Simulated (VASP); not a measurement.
Set up this calculation in VASP 6.6.1, as the native input.

| Quantity | Value |
| --- | --- |
| Task | single point |
| Functional | PBE |
| Potentials or basis | VASP PAW PBE potentials, release 64 (Na_pv, Bi_d) |
| Cutoff | 520 eV |
| k mesh | 9 × 9 × 12 |
| Occupations | gaussian, width 0.1 eV |
| Spin | no spin polarisation |
| Dipole correction | no |
| Further INCAR settings | ALGO = Fast; EDIFF = 1e-07; NBANDS = 22 |

The structure of Na2Bi lies in POSCAR:

```
Na2Bi
1.0
    5.3281729976      0.0000000023      0.0000000000
   -2.6640865008      4.6143331706      0.0000000000
    0.0000000000      0.0000000000      3.5443453311
Na Bi
2 1
Direct
    0.6666666667      0.3333333333      0.6597724619
    0.3333333333      0.6666666667      0.3402275381
    0.0000000000      0.0000000000      0.0000000000
```

The input as run:

INCAR

```
SYSTEM = Na2Bi
ALGO = Fast
EDIFF = 1E-7
ENCUT = 520
GGA = PE
ISIF = 2
ISMEAR = 0
LASPH = .TRUE.
LCHARG = .TRUE.
LELF = .TRUE.
LREAL = .FALSE.
LVHAR = .TRUE.
LWAVE = .FALSE.
NBANDS = 22
NELM = 60
PREC = Accurate
SIGMA = 0.1
```

KPOINTS

```
k-points
0
G
  9 9 12
  0 0 0
```

Potentials or basis: VASP PAW PBE potentials, release 64 (Na_pv, Bi_d).

Command:

```sh
$ cat potpaw_PBE.64/Na_pv/POTCAR potpaw_PBE.64/Bi_d/POTCAR > POTCAR
$ mpirun -np 1 vasp_std > vasp.out
```

It gave:

The pressure is 0.0 GPa.

It took 2.6 min on 1 thread of Oxide Virtual Turin-like Processor (shared host), peak memory 0.31 GiB.
